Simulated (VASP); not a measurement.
Cu: single point with HSE06

Crystal: Cu.

```
Cu
1.0
     2.59460    0.00000    0.00000
    -1.29730    2.24699    0.00000
     0.00000    0.00000    4.15552
Cu
2
Direct
  0.66667 0.33333 0.75000
  0.33333 0.66667 0.25000
```

| Item | Value |
| --- | --- |
| Program | VASP 6.6.1 |
| Task | single point |
| Functional | HSE06 |
| Potentials or basis | VASP PAW PBE potentials, release 64 (Cu) |
| Cutoff | 520 eV |
| k mesh | 6 × 6 × 4 |
| Occupations | fermi-dirac, width 0.05 eV |
| Spin | no spin polarisation |

The pressure is 0.2 GPa and the band gap on the k mesh is zero (band 11 reaches 11.54 eV, above the bottom of band 12 at 3.82 eV).

Levels at points of the mesh, in eV from the Fermi level:
```
           k point  band 9  band 10  band 11  band 12  band 13  band 14
(0.00, 0.00, 0.00)   -3.50    -2.59    -2.59    -0.35     5.01    22.38
(0.50, 0.00, 0.00)   -2.44    -2.41     0.13     2.05     9.06     9.60
(0.00, 0.00, 0.50)   -2.86    -2.86    -2.86    -2.86    14.37    14.37
(0.50, 0.00, 0.50)   -2.44    -2.44     1.09     1.09     5.82     5.82
```

Wall time 19 min on 1 thread of Intel(R) Xeon(R) Platinum 8488C (Sapphire Rapids), on a shared host, peak memory 0.24 GiB.

Caveat: the k points lie up to 0.47 Å⁻¹ apart; the PAW data sets were made with another functional, which shifts forces and pressure a little.
